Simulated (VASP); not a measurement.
Ga7FeO12 (a cell with a defect), 20 atoms in the cell. The cell holds a defect, 20 atoms: a = 6.167 Å, b = 6.415 Å, c = 6.637 Å, α = 71.62°, β = 62.32°, γ = 76.09°. 

| Quantity | Value |
| --- | --- |
| Program | VASP 6.6.1 |
| Task | single point |
| Functional | PBE |
| Potentials or basis | VASP PAW PBE potentials, release 64 (Fe, Ga_d, O) |
| Cutoff | 520 eV |
| k mesh | 2 × 2 × 2, shifted |
| Occupations | gaussian, width 0.01 eV |
| Spin | collinear spin, ferromagnetic start |
| Starting moments | [4.0, 0.0, 0.0, 0.0, 0.0, 0.0, 0.0, 0.0, 0.0, 0.0, 0.0, 0.0, 0.0, 0.0, 0.0, 0.0, 0.0, 0.0, 0.0, 0.0] μB |
| Dipole correction | no |
| Further INCAR settings | LREAL = Auto; ALGO = Normal; EDIFF = 1e-06; NBANDS = 106 |

Potentials or basis: VASP PAW PBE potentials, release 64 (Fe, Ga_d, O).

Command:

```sh
$ cat potpaw_PBE.64/Fe/POTCAR potpaw_PBE.64/Ga_d/POTCAR potpaw_PBE.64/O/POTCAR > POTCAR
$ mpirun -np 1 vasp_std > vasp.out
```

Hardware: 1 thread of Intel Xeon 8259CL, on a shared host.

Estimate the wall time of this run.

Run time: 13 min on 1 thread of Intel Xeon 8259CL, on a shared host, peak memory 0.49 GiB. Counts: scf iterations 27, k points 4.
